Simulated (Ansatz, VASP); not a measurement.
## One calculation of Mo, two programs

```
Mo
1.0
    -1.57642    1.57642    1.57642
     1.57642   -1.57642    1.57642
     1.57642    1.57642   -1.57642
Mo
1
Direct
  0.00000 0.00000 0.00000
```

Alike in both runs: task single point; functional r2SCAN; k mesh 14 × 14 × 14; no spin polarisation.

```csv
,VASP,Ansatz
version,VASP 6.6.1,Ansatz 0.2.0
potentials or method,"VASP PAW PBE potentials, release 64 (Mo_sv), cutoff 520 eV","plane waves (500 eV) with PAW, scalar-relativistic"
occupations,"methfessel-paxton of order 1, width 1 eV","cold, width 1 eV"
valence electrons in the cell,14,14
```

|  | VASP | Ansatz | Ansatz less VASP |
| --- | --- | --- | --- |
| pressure (GPa) | -0.1 | -2.2 | -2.17 |

VASP's potentials were made for PBE, not for r2SCAN.
